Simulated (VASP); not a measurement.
Set up this calculation in VASP 6.6.1, as the native input.

| Property | Result |
| --- | --- |
| Task | single point |
| Functional | PBE |
| Potentials or basis | VASP PAW PBE potentials, release 64 (C) |
| Cutoff | 520 eV |
| k mesh | 6 × 6 × 6 |
| Occupations | gaussian, width 0.1 eV |
| Spin | no spin polarisation |
| Dipole correction | no |
| Further INCAR settings | ALGO = Normal; EDIFF = 1e-07; NBANDS = 21 |

The structure of C lies in POSCAR:

```
C
1.0
    4.2123476800      0.0000000000      0.0000000000
   -2.1061738400      3.6480001000      0.0000000000
    0.0000000000      0.0000000000      3.5742953100
C
6
Direct
    0.8000000000      0.4000000000      0.1666666700
    0.6000000000      0.4000000000      0.8333333300
    0.6000000000      0.2000000000      0.5000000000
    0.2000000000      0.6000000000      0.1666666700
    0.4000000000      0.6000000000      0.8333333300
    0.4000000000      0.8000000000      0.5000000000
```

These files were run (other wordings do the same):

INCAR

```
PREC     = Accurate       # precision mode
ENCUT    = 520            # plane-wave cutoff, eV
EDIFF    = 1E-7           # SCF threshold, eV
ISMEAR   = 0              # smearing method
SIGMA    = 0.1            # smearing width, eV
LREAL    = False          # projectors in reciprocal space
LASPH    = True           # aspherical terms in the spheres
NELM     = 100            # most SCF steps
ALGO     = Normal         # electronic algorithm
ISIF     = 2              # what is computed and relaxed
LWAVE    = False          # write WAVECAR
LCHARG   = False          # write CHGCAR
GGA      = PE             # functional
NBANDS   = 21             # bands
```

KPOINTS

```
Automatic mesh
0
Gamma
  6 6 6
```

Potentials or basis: VASP PAW PBE potentials, release 64 (C).

Launch:

```bash
$ cat potpaw_PBE.64/C/POTCAR > POTCAR
$ mpirun -np 1 vasp_std > vasp.out
```

It gave:

```json
{
 "Pressure": "-6.3 GPa",
 "Largest force": "0.530 eV/Å",
 "Band gap on the k mesh": "zero (band 12 reaches 5.02 eV, above the bottom of band 13 at 4.90 eV)"
}
```

Run time: 38 s on 1 thread of AMD EPYC 7R43 64-Core Processor (Zen 3), on a shared host, peak memory 0.14 GiB.
